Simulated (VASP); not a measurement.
# Ir (Fm-3m) in VASP: a series of runs

The runs below take Ir through single point, with LDA.

Everything below comes from runs of VASP 6.6.1. Logs are shortened: lines on timing, memory, paths and dates and some standing lists are left out, and cuts for length are marked.

## 1. The cell of the first run

The structure is cubic, space group Fm-3m (No. 225). The conventional cell has a = 3.791 Å, b = 3.791 Å, c = 3.791 Å, α = 90.00°, β = 90.00°, γ = 90.00°. Ir (site symmetry m-3m) has 12 Ir at 2.68 Å within 3.5 Å.

## 2. Single point, LDA

The input, INCAR:

```
  ALGO = Normal
  EDIFF = 1E-6
  ENCUT = 520
  GGA = CA
  ISIF = 2
  ISMEAR = -1
  LASPH = T
  LCHARG = F
  LREAL = F
  LWAVE = F
  NBANDS = 10
  NELM = 60
  PREC = Accurate
  SIGMA = 0.1
```

The input, KPOINTS:

```
k-points
0
Gamma
  24 24 24
```

The input, POSCAR:

```
Ir
1.0
    0.0000000000      1.8953630216      1.8953630216
    1.8953630216      0.0000000000      1.8953630216
    1.8953630216      1.8953630216      0.0000000000
Ir
1
Direct
    0.0000000000      0.0000000000      0.0000000000
```

Potentials or basis: VASP PAW LDA potentials, release 64 (Ir).

On the command line:

```sh
$ cat potpaw_LDA.64/Ir/POTCAR > POTCAR
$ mpirun -np 1 vasp_std > vasp.out
```

OUTCAR:

```text
EDIFF = 1E-6
   ENCUT = 520
   GGA = CA
   ISIF = 2
   ISMEAR = -1
   LASPH = T
   LREAL = F
   NELM = 60
   PREC = Accurate

 ion  position               nearest neighbor table
   1  0.000  0.000  0.000-

  LATTYP: Found a face centered cubic cell.
 ALAT       =     3.7907260432

  Lattice vectors:

 A1 = (   0.0000000000,   1.8953630216,   1.8953630216)
 A2 = (   1.8953630216,   0.0000000000,   1.8953630216)
 A3 = (   1.8953630216,   1.8953630216,   0.0000000000)

Analysis of symmetry for initial positions (statically):
=====================================================================
 Subroutine PRICEL returns:
 Original cell was already a primitive cell.

 Routine SETGRP: Setting up the symmetry group for a
 face centered cubic supercell.

 Subroutine GETGRP returns: Found 48 space group operations
 (whereof 48 operations were pure point group operations)
 out of a pool of 48 trial point group operations.

The static configuration has the point symmetry O_h .

Analysis of symmetry for dynamics (positions and initial velocities):
=====================================================================
 Subroutine PRICEL returns:
 Original cell was already a primitive cell.

 Routine SETGRP: Setting up the symmetry group for a
 face centered cubic supercell.

 Subroutine GETGRP returns: Found 48 space group operations
 (whereof 48 operations were pure point group operations)
 out of a pool of 48 trial point group operations.

The dynamic configuration has the point symmetry O_h .

 Subroutine INISYM returns: Found 48 space group operations
 (whereof 48 operations are pure point group operations),
 and found     1 'primitive' translations

----------------------------------------------------------------------------------------

                                     Primitive cell

  volume of cell :      13.6178

  direct lattice vectors                    reciprocal lattice vectors
     0.000000000  1.895363022  1.895363022    -0.263801707  0.263801707  0.263801707
     1.895363022  0.000000000  1.895363022     0.263801707 -0.263801707  0.263801707
     1.895363022  1.895363022  0.000000000     0.263801707  0.263801707 -0.263801707

  length of vectors
     2.680448091  2.680448091  2.680448091     0.456917959  0.456917959  0.456917959

  position of ions in fractional coordinates (direct lattice)
     0.000000000  0.000000000  0.000000000

  ion indices of the primitive-cell ions
   primitive index   ion index
                 1           1

----------------------------------------------------------------------------------------

 KPOINTS: k-points

Automatic generation of k-mesh.
 Grid dimensions read from file:
 generate k-points for:   24   24   24

 Generating k-lattice:

  Cartesian coordinates                     Fractional coordinates (reciprocal lattice)
    -0.010991738  0.010991738  0.010991738     0.041666667  0.000000000  0.000000000
     0.010991738 -0.010991738  0.010991738     0.000000000  0.041666667  0.000000000
     0.010991738  0.010991738 -0.010991738     0.000000000  0.000000000  0.041666667

  Length of vectors
     0.019038248  0.019038248  0.019038248

  Shift w.r.t. Gamma in fractional coordinates (k-lattice)
     0.000000000  0.000000000  0.000000000

 Subroutine IBZKPT returns following result:
 ===========================================

 Found    413 irreducible k-points:

 Following reciprocal coordinates:
            Coordinates               Weight
  0.000000  0.000000  0.000000      1.000000
  0.041667  0.000000  0.000000      8.000000
  0.083333  0.000000  0.000000      8.000000
  0.125000  0.000000  0.000000      8.000000
  0.166667  0.000000  0.000000      8.000000
  0.208333  0.000000  0.000000      8.000000
[... 16 lines left out ...]
  0.416667  0.041667  0.000000     24.000000
  0.458333  0.041667  0.000000     24.000000
 [... further k-points ...]
   k-points           NKPTS =    413   k-points in BZ     NKDIM =    413   number of bands    NBANDS=     10
   number of dos      NEDOS =    301   number of ions     NIONS =      1
   total plane-waves  NPLWV =   8000
   dimension x,y,z NGX =    20 NGY =   20 NGZ =   20
   dimension x,y,z NGXF=    40 NGYF=   40 NGZF=   40
   ions per type =               1
   NGX,Y,Z   is equivalent  to a cutoff of  12.40, 12.40, 12.40 a.u.
   NGXF,Y,Z  is equivalent  to a cutoff of  24.81, 24.81, 24.81 a.u.
 SYSTEM =  unknown system
   PREC   = accura    normal or accurate (medium, high low for compatibility)
   ISTART =      0    job   : 0-new  1-cont  2-samecut
   ICHARG =      2    charge: 1-file 2-atom 10-const
   ISPIN  =      1    spin polarized calculation?
   LNONCOLLINEAR =      F non collinear calculations
   LSORBIT =      F    spin-orbit coupling
   LASPH  =      T    aspherical Exc in radial PAW
   ENCUT  =  520.0 eV  38.22 Ry    6.18 a.u.   4.98  4.98  4.98*2*pi/ulx,y,z
   NELM   =     60;   NELMIN=  2; NELMDL= -5     # of ELM steps
   EDIFF  = 0.1E-05   stopping-criterion for ELM
   LREAL  =      F    real-space projection
   EDIFFG = 0.1E-04   stopping-criterion for IOM
   NSW    =      0    number of steps for IOM
   IBRION =     -1    ionic relax: 0-MD 1-quasi-New 2-CG
   NFREE  =      0    steps in history (QN), initial steepest desc. (CG)
   ISIF   =      2    stress and relaxation
   ISYM   =      2    0-nonsym 1-usesym 2-fastsym
   POTIM  = 0.5000    time-step for ionic-motion
   TEBEG  =    0.0;   TEEND  =   0.0 temperature during run
   PSTRESS=    0.0 pullay stress
   NELECT =       9.0000    total number of electrons
   NUPDOWN=      -1.0000    fix difference up-down
   EMIN   =  10.00;   EMAX   =-10.00  energy-range for DOS
   EFERMI =   0.00;   METHOD = LEGACY
   ISMEAR =    -1;   SIGMA  =   0.10  broadening in eV -4-tet -1-fermi 0-gaus
   EFERMI_NEDOS =   21; number of points for ismear=-14 and -15
   IALGO  =     38    algorithm
   IMIX   =      4    mixing-type and parameters
     AMIX     =   0.40;   BMIX     =  1.00
     AMIX_MAG =   1.60;   BMIX_MAG =  1.00
  volume/ion in A,a.u.               =      13.62        91.90
  Fermi-wavevector in a.u.,A,eV,Ry     =   1.426001  2.694752 27.667172  2.033480
  Thomas-Fermi vector in A             =   2.546325
   LORBIT       =      0    0 simple, 1 ext, 2 COOP (PROOUT), +10 PAW based schemes
   GGA     = CA    functional components
   LHFCALC =     F    Hartree Fock is set to
   AEXX    =    0.0000 exact exchange contribution
   IVDW    =     0    specifies the selected vdW correction
   LEPSILON=     F    determine dielectric tensor
   LRPA    =     F    only Hartree local field effects (RPA)
 non-spin polarized calculation
  energy-cutoff  :      520.00
  volume of cell :       13.62
 maximum number of plane-waves:       380
   NGX =  9   NGY =  9   NGZ =  9

 number of electron       9.0000001 magnetization

 Free energy of the ion-electron system (eV)
  ---------------------------------------------------
  ext. energy  EPLUGINS =         0.00000000
  ---------------------------------------------------
  free energy    TOTEN  =       -10.33020761 eV

  energy without entropy =      -10.30139461  energy(sigma->0) =      -10.31580111

 E-fermi :  10.9889     XC(G=0): -14.3604

 val. band max:       10.9811849054   @ k =  -0.3750   0.1667   0.0000
 cond. band min:      10.9900774754   @ k =  -0.4583   0.4167   0.0833
 fundamental gap:      0.0088925701
 Fermi energy:        10.9889224162

 k-point     1 :       0.0000    0.0000    0.0000
  band No.  band energies     occupation
      1      -0.5245      2.00000
      2       6.8460      2.00000
      3       6.8460      2.00000
      4       6.8460      2.00000
      5       9.7415      1.99999
      6       9.7415      1.99999
      7      25.2538      0.00000
      8      31.0235      0.00000
      9      31.0235      0.00000
     10      31.0235      0.00000

 k-point     2 :       0.0417    0.0000    0.0000
  band No.  band energies     occupation
      1      -0.4434      2.00000
      2       6.8010      2.00000
      3       6.8822      2.00000
      4       6.8822      2.00000
      5       9.7168      1.99999
      6       9.7168      1.99999
      7      25.3979      0.00000
      8      30.5749      0.00000
      9      31.1597      0.00000
     10      31.1597      0.00000

 k-point     3 :       0.0833    0.0000    0.0000
  band No.  band energies     occupation
      1      -0.2050      2.00000
      2       6.6775      2.00000
      3       6.9837      2.00000
      4       6.9837      2.00000
      5       9.6532      2.00000
      6       9.6532      2.00000
      7      25.8110      0.00000
      8      29.5792      0.00000
      9      31.5613      0.00000
     10      31.5613      0.00000

 k-point     4 :       0.1250    0.0000    0.0000
  band No.  band energies     occupation
      1       0.1753      2.00000
      2       6.5079      2.00000
      3       7.1262      2.00000
      4       7.1262      2.00000
      5       9.5839      2.00000
      6       9.5839      2.00000
      7      26.4252      0.00000
      8      28.4416      0.00000
      9      32.2079      0.00000
     10      32.2079      0.00000
[... 222 lines left out ...]
 k-point    22 :       0.3750    0.0417    0.0000
  band No.  band energies     occupation
      1       2.5213      2.00000
      2       6.9218      2.00000
      3       7.0732      2.00000
      4       7.7149      2.00000
      5      10.9966      0.96155
      6      11.3118      0.07621
      7      21.7398      0.00000
      8      26.1938      0.00000
      9      32.5246      0.00000
     10      33.5072      0.00000

 k-point    23 :       0.4167    0.0417    0.0000
  band No.  band energies     occupation
      1       2.5528      2.00000
      2       6.7967      2.00000
      3       6.9498      2.00000
      4       8.5848      2.00000
      5      11.5445      0.00770
      6      11.6731      0.00213
      7      20.4195      0.00000
      8      25.5472      0.00000
      9      31.6807      0.00000
     10      32.3848      0.00000

 k-point    24 :       0.4583    0.0417    0.0000
  band No.  band energies     occupation
      1       2.5457      2.00000
      2       6.7128      2.00000
      3       6.8580      2.00000
      4       9.3570      2.00000
      5      11.9083      0.00020
      6      12.0243      0.00006
      7      19.2953      0.00000
      8      25.1386      0.00000
      9      31.1460      0.00000
     10      31.5177      0.00000

 [... further k-points ...]

------------------------ aborting loop because EDIFF is reached ----------------------------------------

  FORCE on cell =-STRESS in cart. coord.  units (eV):
  Direction    XX          YY          ZZ          XY          YZ          ZX
  --------------------------------------------------------------------------------------
  -------------------------------------------------------------------------------------
  Total        0.8362191      0.8362191      0.8362191     -0.0000000      0.0000000     -0.0000000
  in kB       98.3837653     98.3837653     98.3837653     -0.0000000      0.0000000     -0.0000000
  external PRESSURE =      98.3837653 kB  Pullay stress =       0.0000000 kB

 VOLUME and BASIS-vectors are now :
 -----------------------------------------------------------------------------
  energy-cutoff  :      520.00
  volume of cell :       13.62
      direct lattice vectors                 reciprocal lattice vectors
     0.000000000  1.895363022  1.895363022    -0.263801707  0.263801707  0.263801707
     1.895363022  0.000000000  1.895363022     0.263801707 -0.263801707  0.263801707
     1.895363022  1.895363022  0.000000000     0.263801707  0.263801707 -0.263801707

 POSITION                                       TOTAL-FORCE (eV/Angst)
 -----------------------------------------------------------------------------------
      0.00000      0.00000      0.00000         0.000000      0.000000     -0.000000
 -----------------------------------------------------------------------------------
    total drift:                               -0.000000     -0.000000     -0.000000

  FREE ENERGIE OF THE ION-ELECTRON SYSTEM (eV)
  ---------------------------------------------------
  free  energy   TOTEN  =       -10.3302076081 eV

  energy  without entropy=      -10.3013946124  energy(sigma->0) =      -10.31580111
```

It took 23 s on 1 thread of AMD EPYC 9R45 (Zen 5), shared host; peak memory 0.14 GiB.

Results:

| Item | Value |
| --- | --- |
| Free energy | -10.3302 eV |
| Pressure | 9.8 GPa |
| Band gap on the k mesh | zero (an odd number of electrons rules out a gap without spin polarisation) |

Levels at points of the mesh, in eV from the Fermi level:
```csv
k point,band 2,band 3,band 4,band 5,band 6,band 7
"(0.00, 0.00, 0.00)",-4.14,-4.14,-4.14,-1.25,-1.25,14.26
"(0.50, 0.00, 0.00)",-4.24,-4.24,-0.80,0.98,0.98,7.68
"(0.50, 0.50, 0.00)",-7.79,0.96,1.59,1.59,1.75,11.07
```

Caveat: the cell stands under pressure; spin-orbit coupling is left out, which moves the levels of the heavy elements.

## 3. Single point, LDA

This run uses another cell than the first one, of 13.85 Å³/atom.

The input, INCAR:

```
SYSTEM = Ir
PREC = Accurate
ENCUT = 520
EDIFF = 1E-7
ISMEAR = -1
SIGMA = 0.1
LREAL = .False.
LASPH = .True.
NELM = 60
ALGO = Normal
ISIF = 2
LWAVE = .False.
LCHARG = .False.
GGA = CA
NBANDS = 10
```

The input, KPOINTS:

```
regular mesh
0
Gamma
  24 24 24
  0 0 0
```

The input, POSCAR:

```
Ir
1.0
    0.0000000000      1.9059006243      1.9059006243
    1.9059006243      0.0000000000      1.9059006243
    1.9059006243      1.9059006243      0.0000000000
Ir
1
Direct
    0.0000000000      0.0000000000      0.0000000000
```

Potentials or basis: VASP PAW LDA potentials, release 64 (Ir).

On the command line:

```sh
$ cat potpaw_LDA.64/Ir/POTCAR > POTCAR
$ mpirun -np 1 vasp_std > vasp.out
```

OUTCAR:

```text
SYSTEM = Ir
   PREC = Accurate
   ENCUT = 520
   EDIFF = 1E-7
   ISMEAR = -1
   LREAL = .False.
   LASPH = .True.
   NELM = 60
   ISIF = 2
   GGA = CA

 ion  position               nearest neighbor table
   1  0.000  0.000  0.000-

  LATTYP: Found a face centered cubic cell.
 ALAT       =     3.8118012486

  Lattice vectors:

 A1 = (   0.0000000000,   1.9059006243,   1.9059006243)
 A2 = (   1.9059006243,   0.0000000000,   1.9059006243)
 A3 = (   1.9059006243,   1.9059006243,   0.0000000000)

Analysis of symmetry for initial positions (statically):
=====================================================================
 Subroutine PRICEL returns:
 Original cell was already a primitive cell.

 Routine SETGRP: Setting up the symmetry group for a
 face centered cubic supercell.

 Subroutine GETGRP returns: Found 48 space group operations
 (whereof 48 operations were pure point group operations)
 out of a pool of 48 trial point group operations.

The static configuration has the point symmetry O_h .

Analysis of symmetry for dynamics (positions and initial velocities):
[... 160 lines left out ...]
 fundamental gap:      0.0098970469
 Fermi energy:        10.6848653017

 k-point     1 :       0.0000    0.0000    0.0000
  band No.  band energies     occupation
      1      -0.6451      2.00000
      2       6.6473      2.00000
      3       6.6473      2.00000
      4       6.6473      2.00000
      5       9.4681      1.99999
      6       9.4681      1.99999
      7      24.9913      0.00000
      8      30.6593      0.00000
      9      30.6593      0.00000
     10      30.6593      0.00000
[... 287 lines left out ...]
 k-point    24 :       0.4583    0.0417    0.0000
  band No.  band energies     occupation
      1       2.4226      2.00000
      2       6.5208      2.00000
      3       6.6619      2.00000
      4       9.1005      2.00000
      5      11.5763      0.00027
      6      11.6963      0.00008
      7      18.8196      0.00000
      8      24.8588      0.00000
      9      30.6908      0.00000
     10      31.0543      0.00000

 [... further k-points ...]

------------------------ aborting loop because EDIFF is reached ----------------------------------------

  FORCE on cell =-STRESS in cart. coord.  units (eV):
  Direction    XX          YY          ZZ          XY          YZ          ZX
  --------------------------------------------------------------------------------------
  -------------------------------------------------------------------------------------
  Total        0.2266998      0.2266998      0.2266998     -0.0000000      0.0000000      0.0000000
  in kB       26.2319709     26.2319709     26.2319709     -0.0000000      0.0000000      0.0000000
  external PRESSURE =      26.2319709 kB  Pullay stress =       0.0000000 kB

 VOLUME and BASIS-vectors are now :
 -----------------------------------------------------------------------------
  energy-cutoff  :      520.00
  volume of cell :       13.85
      direct lattice vectors                 reciprocal lattice vectors
     0.000000000  1.905900624  1.905900624    -0.262343164  0.262343164  0.262343164
     1.905900624  0.000000000  1.905900624     0.262343164 -0.262343164  0.262343164
     1.905900624  1.905900624  0.000000000     0.262343164  0.262343164 -0.262343164

 POSITION                                       TOTAL-FORCE (eV/Angst)
 -----------------------------------------------------------------------------------
      0.00000      0.00000      0.00000         0.000000      0.000000      0.000000
 -----------------------------------------------------------------------------------
    total drift:                               -0.000000     -0.000000     -0.000000

  FREE ENERGIE OF THE ION-ELECTRON SYSTEM (eV)
  ---------------------------------------------------
  free  energy   TOTEN  =       -10.3391435364 eV

  energy  without entropy=      -10.3094725372  energy(sigma->0) =      -10.32430804
```

OSZICAR:

```text
N       E                     dE             d eps       ncg     rms          rms(c)
DAV:   1     0.471376571865E+02    0.47138E+02   -0.44006E+03  8364   0.827E+02
DAV:   2    -0.100252296845E+02   -0.57163E+02   -0.53879E+02  8482   0.197E+02
DAV:   3    -0.109375524193E+02   -0.91232E+00   -0.90937E+00  9694   0.309E+01
DAV:   4    -0.109461373692E+02   -0.85849E-02   -0.85834E-02  9444   0.274E+00
DAV:   5    -0.109463070150E+02   -0.16965E-03   -0.16964E-03  9558   0.366E-01    0.167E+01
DAV:   6    -0.104398406503E+02    0.50647E+00   -0.87611E-01  9290   0.116E+01    0.668E+00
DAV:   7    -0.103466018259E+02    0.93239E-01   -0.25769E-01 10236   0.568E+00    0.151E+00
DAV:   8    -0.103442404427E+02    0.23614E-02   -0.17022E-03  8918   0.421E-01    0.123E+00
DAV:   9    -0.103391605110E+02    0.50799E-02   -0.25907E-03  9160   0.766E-01    0.519E-02
DAV:  10    -0.103391430826E+02    0.17428E-04   -0.16231E-05 12066   0.451E-02    0.996E-03
DAV:  11    -0.103391435377E+02   -0.45508E-06   -0.16920E-06  9148   0.106E-02    0.738E-04
DAV:  12    -0.103391435364E+02    0.12852E-08   -0.18015E-08  6006   0.114E-03
   1 F= -.10339144E+02 E0= -.10324308E+02  d E =-.296710E-01
```

It took 24 s on 1 thread of AMD EPYC 9R45 (Zen 5), shared host; peak memory 0.14 GiB.

Results:

```
Free energy            : -10.3391 eV
Pressure               : 2.6 GPa
Band gap on the k mesh : zero (an odd number of electrons rules out a gap without spin polarisation)
```

Levels at points of the mesh, in eV from the Fermi level:
```csv
k point,band 1,band 2,band 3,band 4,band 5,band 6,band 7,band 8
"(0.00, 0.00, 0.00)",-11.33,-4.04,-4.04,-4.04,-1.22,-1.22,14.31,19.97
"(0.50, 0.00, 0.00)",-8.34,-4.13,-4.13,-0.76,0.95,0.95,7.50,13.85
"(0.50, 0.50, 0.00)",-8.16,-7.60,0.93,1.54,1.54,1.75,10.83,11.81
```

Caveat: spin-orbit coupling is left out, which moves the levels of the heavy elements.
